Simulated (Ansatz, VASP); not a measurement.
# BeTe in VASP and in Ansatz

POSCAR

```
BeTe
1.0
    0.0000000000      2.8286236224      2.8286236224
    2.8286236224      0.0000000000      2.8286236224
    2.8286236224      2.8286236224      0.0000000000
Be Te
1 1
Direct
    0.0000000000      0.0000000000      0.0000000000
    0.2500000000      0.2500000000      0.2500000000
```

File INCAR.step1:

```
ALGO = Normal
EDIFF = 1E-5
ENCUT = 520
GGA = PE
ISIF = 2
ISMEAR = 1
LASPH = T
LCHARG = F
LREAL = F
LWAVE = T
NBANDS = 11
NELM = 80
PREC = Accurate
SIGMA = 0.001
```

INCAR.step2

```
ALGO = Normal
EDIFF = 1E-6
ENCUT = 520
GGA = PE
HFSCREEN = 0.2079
ISIF = 2
ISMEAR = 1
ISTART = 1
LASPH = T
LCHARG = F
LHFCALC = T
LREAL = F
LWAVE = F
NBANDS = 11
NELM = 80
PREC = Accurate
PRECFOCK = Normal
SIGMA = 0.001
```

File KPOINTS:

```
k-points
0
Gamma
  4 4 4
```

Input for Ansatz:

```yaml
crystal:
  lattice:
    - [0.0, 2.8286236224, 2.8286236224]
    - [2.8286236224, 0.0, 2.8286236224]
    - [2.8286236224, 2.8286236224, 0.0]
  atoms:
    - { symbol: Be, position: [0.0, 0.0, 0.0] }
    - { symbol: Te, position: [0.25, 0.25, 0.25] }
kpoints:
  mp_grid: { grid: [4, 4, 4] }
hamiltonian:
  xc: hse06
scf:
  occupations: { method: methfessel_paxton, width: 0.001 }
  n_extra_bands: 4
output:
  forces: true
  stress: true
  eigenvalues: true
```

Alike in both runs: task single point; functional HSE06; k mesh 4 × 4 × 4; occupations methfessel-paxton of order 1, width 0.001 eV; no spin polarisation.

```csv
,VASP,Ansatz
version,VASP 6.6.1,Ansatz 0.2.0
potentials or method,"VASP PAW PBE potentials, release 64 (Be, Te)",plane waves
plane-wave cutoff (eV),520,420
valence electrons in the cell,8,18
```

Ansatz gave:

- gap on the k mesh at the Fermi level (eV): 2.71
- pressure (GPa): -0.4

Which values does VASP return?

gap on the k mesh at the Fermi level (eV): 2.69; pressure (GPa): -0.5.

VASP's potentials hold 8 valence electrons a cell and Ansatz's 18, so a difference there can come from the potentials and not from the codes. Ansatz's warnings: stress exchange threshold loose, stress scf threshold loose.

The k mesh is coarse, so the values compare programs but aren't converged. Spin-orbit coupling is off throughout.
